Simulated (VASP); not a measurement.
Set up this calculation in VASP 6.6.1, as the native input.

| Item | Value |
| --- | --- |
| Task | single point |
| Functional | PBEsol |
| Potentials or basis | VASP PAW PBE potentials, release 64 (Mo_sv, S) |
| Cutoff | 520 eV |
| k mesh | 12 × 12 × 4 |
| Occupations | methfessel-paxton, width 0.2 eV |
| Spin | no spin polarisation |
| Dipole correction | no |
| Further INCAR settings | ALGO = Normal; EDIFF = 1e-06; NBANDS = 35 |

The structure of MoS2 lies in POSCAR:

```
MoS2
1.0
    3.2443197261      0.0000000000      0.0000000000
   -1.6221598631      2.8096633008      0.0000000000
    0.0000000000      0.0000000000     12.0698426770
Mo S
2 4
Direct
    0.3333333333      0.6666666667      0.2500000000
    0.6666666667      0.3333333333      0.7500000000
    0.3333333333      0.6666666667      0.6259932117
    0.6666666667      0.3333333333      0.1259932117
    0.3333333333      0.6666666667      0.8740067883
    0.6666666667      0.3333333333      0.3740067883
```

These files were run (other wordings do the same):

INCAR

```
PREC     = Accurate       # precision mode
ENCUT    = 520            # plane-wave cutoff, eV
EDIFF    = 1E-6           # SCF threshold, eV
ISMEAR   = 1              # smearing method
SIGMA    = 0.2            # smearing width, eV
LREAL    = F              # projectors in reciprocal space
LASPH    = T              # aspherical terms in the spheres
NELM     = 60             # most SCF steps
ALGO     = Normal         # electronic algorithm
ISIF     = 2              # what is computed and relaxed
LWAVE    = F              # write WAVECAR
LCHARG   = F              # write CHGCAR
GGA      = PS             # functional
NBANDS   = 35             # bands
```

KPOINTS

```
Automatic mesh
0
Gamma
  12 12 4
```

Potentials or basis: VASP PAW PBE potentials, release 64 (Mo_sv, S).

The run is started by

```console
$ cat potpaw_PBE.64/Mo_sv/POTCAR potpaw_PBE.64/S/POTCAR > POTCAR
$ mpirun -np 1 vasp_std > vasp.out
```

It gave:

- Pressure: -2.7 GPa
- Largest force: 0.533 eV/Å
- Band gap on the k mesh: 0.28 eV (least direct gap 1.34 eV)

Caveat: the stress differs along the axes, from -7 to 5 GPa; the PAW data sets were made with another functional, which shifts forces and pressure a little; this functional lacks dispersion, which binds layers or chains, so the pressure and a relaxed spacing across them are unreliable.

It took 6 min on 1 thread of Intel Xeon 8259CL (shared host), peak memory 0.32 GiB.
